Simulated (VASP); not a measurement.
# SnGe2: relaxation of cell and atoms with PBE

The system is SnGe2.

```
Sn Ge
1.0
     0.00000    3.37286    3.37286
     3.37286    0.00000    3.37286
     3.37286    3.37286    0.00000
Sn Ge
1 2
Direct
  0.00000 0.00000 0.00000
  0.75000 0.75000 0.75000
  0.50000 0.50000 0.50000
```

The cell was built from a structure type or drawn by symmetry, and may not be a known phase.

```
Program                : VASP 6.6.1
Task                   : relaxation of cell and atoms
Functional             : PBE
Potentials or basis    : VASP PAW PBE potentials, release 64 (Sn_d, Ge_d)
Cutoff                 : 600 eV
k mesh                 : 12 × 12 × 12
Occupations            : gaussian, width 0.1 eV
Spin                   : no spin polarisation
Dipole correction      : no
Further INCAR settings : ALGO = Normal; EDIFF = 1e-06; IBRION = 2; EDIFFG = -0.01; NSW = 100; ISIF = 3
```

* Relaxed volume: 25.39 Å³/atom
* Relaxed cell: a = 4.758 Å, b = 4.758 Å, c = 4.758 Å, α = 60.00°, β = 60.00°, γ = 60.00°
* Space group after relaxing (to 0.1 Å): F-43m (No. 216)
* Energy gained by relaxing: 0.2 meV/atom
* Ionic steps: 6
* Pressure after relaxing: 0.0 GPa
* Band gap on the k mesh: zero (bands 21 and 22 overlap by 1.42 eV)

The path:
| step | energy change (eV) | largest force (eV/Å) | pressure (GPa) | volume (Å³) |
| --- | --- | --- | --- | --- |
| 1 | 0.0000 | 0.0000 | -0.34 | 76.74 |
| 2 | -0.0007 | 0.0000 | 0.25 | 76.14 |
| 3 | -0.0007 | 0.0000 | -0.13 | 76.26 |
| 4 | -0.0007 | 0.0000 | -0.08 | 76.22 |
| 5 | -0.0007 | 0.0000 | -0.07 | 76.18 |
| 6 | -0.0007 | 0.0000 | -0.04 | 76.16 |

Final structure:
```
Sn Ge
1.0
     0.00000    3.36437    3.36437
     3.36437    0.00000    3.36437
     3.36437    3.36437    0.00000
Sn Ge
1 2
Direct
  0.00000 0.00000 0.00000
  0.75000 0.75000 0.75000
  0.50000 0.50000 0.50000
```

Levels at points of the mesh, in eV from the Fermi level:
```tsv
k point	band 18	band 19	band 20	band 21	band 22	band 23	band 24	band 25
(0.00, 0.00, 0.00)	-2.99	-1.04	-1.04	-1.04	-0.75	-0.75	-0.75	3.74
(0.50, 0.00, 0.00)	-4.98	-2.26	-2.26	-0.13	-0.13	0.02	3.68	5.02
(0.50, 0.50, 0.00)	-6.33	-3.88	-3.88	-1.21	3.94	3.99	3.99	5.50
```

Run time: 7 min on 1 thread of Intel(R) Xeon(R) Platinum 8559C (Emerald Rapids) (shared host), peak memory 0.35 GiB.

Caveat: spin-orbit coupling is left out, which moves the levels of the heavy elements.
